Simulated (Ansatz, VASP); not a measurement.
## SrTiO3 in VASP and in Ansatz

File INCAR:

```
PREC = Accurate ; ENCUT = 520
EDIFF = 1E-6 ; ISMEAR = 0
SIGMA = 0.01 ; LREAL = F
LASPH = T ; NELM = 80
ALGO = Normal ; ISIF = 2
LWAVE = F ; LCHARG = T
LELF = T ; LVHAR = T
NBANDS = 28
```

File KPOINTS:

```
Automatic mesh
0
Gamma
  6 6 6
```

Contents of POSCAR:

```
SrTiO3
1.0
    3.8542043545      0.0000000000      0.0000000000
    0.0000000000      3.8542043545      0.0000000000
    0.0000000000      0.0000000000      3.8542043545
Sr Ti O
1 1 3
Direct
    0.5000000000      0.5000000000      0.5000000000
    0.0000000000      0.0000000000      0.0000000000
    0.5000000000      0.0000000000      0.0000000000
    0.0000000000      0.5000000000      0.0000000000
    0.0000000000      0.0000000000      0.5000000000
```

Input for Ansatz:

```yaml
crystal:
  lattice:
    - [3.85420435453, 0.0, 0.0]
    - [0.0, 3.85420435453, 0.0]
    - [0.0, 0.0, 3.85420435453]
  atoms:
    - { symbol: Sr, position: [0.5, 0.5, 0.5] }
    - { symbol: Ti, position: [0.0, 0.0, 0.0] }
    - { symbol: O, position: [0.5, 0.0, 0.0] }
    - { symbol: O, position: [0.0, 0.5, 0.0] }
    - { symbol: O, position: [0.0, 0.0, 0.5] }
kpoints:
  mp_grid: { grid: [6, 6, 6] }
scf:
  occupations: { method: fixed }
  convergence: { dr2_threshold: 1.0e-10 }
hamiltonian:
  xc: lda
  pseudopotentials: { kind: all_electron, lapw: { basis_error: 0.0005 } }
output:
  forces: true
  stress: true
  eigenstates:
    kpoints:
      - [0.0, 0.0, 0.0]
      - [0.5, 0.5, 0.5]
      - [-0.5, -0.5, 0.0]
      - [-0.5, 0.0, -0.5]
      - [0.0, -0.5, -0.5]
      - [0.0, -0.5, 0.0]
      - [0.0, 0.0, -0.5]
      - [-0.5, 0.0, 0.0]
  eigenvalues: true
```

Change from the starting cell: unstrained.

Alike in both runs: task single point; functional LDA; k mesh 6 × 6 × 6; no spin polarisation.

```csv
,VASP,Ansatz
version,VASP 6.6.1,Ansatz 0.2.0
potentials or method,"VASP PAW LDA potentials, release 64 (Sr_sv, Ti_sv, O), cutoff 520 eV","all-electron LAPW, scalar-relativistic"
occupations,"gaussian, width 0.01 eV",fixed
```

```tsv
	VASP	Ansatz	Ansatz less VASP
gap on the k mesh at the Fermi level (eV)	1.81	1.85	+0.031
pressure (GPa)	1.1	0.1	-0.98
```

LDA's correlation is that of Perdew and Zunger in VASP and of Perdew and Wang (1992) in Ansatz. Ansatz ran all-electron here, and VASP with PAW potentials. Ansatz's warnings: metallic iterate.
